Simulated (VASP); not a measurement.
ZrTa2C2: single point with PBE

ZrTa2C2:

```
CELL_PARAMETERS angstrom
4.13266 0.00000 0.00000
0.00000 4.13266 0.00000
0.00000 0.00000 5.66070
ATOMIC_POSITIONS crystal
Zr 0.00000 0.00000 0.00000
Ta 0.50000 0.00000 0.50000
Ta 0.00000 0.50000 0.50000
C 0.00000 0.00000 0.62883
C 0.00000 0.00000 0.37117
```

| Quantity | Value |
| --- | --- |
| Program | VASP 6.6.1 |
| Task | single point |
| Functional | PBE |
| Potentials or basis | VASP PAW PBE potentials, release 64 (Zr_sv, Ta_pv, C) |
| Cutoff | 520 eV |
| k mesh | 4 × 4 × 4 |
| Occupations | gaussian, width 0.1 eV |
| Spin | collinear spin, ferromagnetic start |
| Starting moments | [1.0, 0.0, 0.0, 0.0, 0.0] μB |

```yaml
Pressure: 0.3 GPa
Largest_force: 0.084 eV/Å
Band_gap_on_the_k_mesh: zero (filled and empty bands overlap)
Net_moment: 0.00 μB per cell
Valence_electrons_inside_the_program's_atomic_spheres: Zr 9.68; Ta 8.89; C 2.56
```

Forces in eV/Å, atoms in the order of the input:
```
Zr   0.000  0.000  0.000
Ta   0.000  0.000  0.000
Ta   0.000  0.000  0.000
C    0.000  0.000  0.084
C    0.000  0.000 -0.084
```

Levels at points of the mesh, in eV from the Fermi level:
Spin up:
```tsv
k point	band 19	band 20	band 21	band 22	band 23	band 24
(0.00, 0.00, 0.00)	-2.73	-1.82	-0.84	2.11	2.11	2.16
(0.50, 0.00, 0.00)	-1.33	-0.46	-0.33	1.07	1.42	1.62
(0.50, 0.50, 0.00)	-0.68	-0.51	-0.51	-0.18	-0.18	2.27
(0.00, 0.00, 0.50)	-2.71	-1.86	0.00	1.46	1.64	2.06
(0.50, 0.00, 0.50)	-0.59	-0.52	-0.32	0.42	1.31	1.49
(0.50, 0.50, 0.50)	-0.62	-0.62	-0.20	-0.20	0.90	0.99
```
Spin down:
| k point | band 18 | band 19 | band 20 | band 21 | band 22 | band 23 | band 24 | band 25 |
| --- | --- | --- | --- | --- | --- | --- | --- | --- |
| (0.00, 0.00, 0.00) | -3.71 | -2.73 | -1.82 | -0.84 | 2.11 | 2.11 | 2.16 | 2.99 |
| (0.50, 0.00, 0.00) | -2.17 | -1.33 | -0.46 | -0.33 | 1.07 | 1.42 | 1.62 | 1.66 |
| (0.50, 0.50, 0.00) | -1.45 | -0.68 | -0.51 | -0.51 | -0.18 | -0.18 | 2.27 | 2.44 |
| (0.00, 0.00, 0.50) | -3.11 | -2.71 | -1.86 | 0.00 | 1.47 | 1.64 | 2.06 | 2.14 |
| (0.50, 0.00, 0.50) | -1.99 | -0.59 | -0.52 | -0.32 | 0.42 | 1.31 | 1.49 | 1.71 |
| (0.50, 0.50, 0.50) | -0.93 | -0.62 | -0.62 | -0.20 | -0.20 | 0.90 | 0.99 | 1.39 |

Run time: 41 s on 1 thread of Intel(R) Xeon(R) 6975P-C (Granite Rapids), with other jobs on the host, peak memory 0.28 GiB.

Caveat: the k points lie up to 0.38 Å⁻¹ apart; spin-orbit coupling is left out, which moves the levels of the heavy elements.
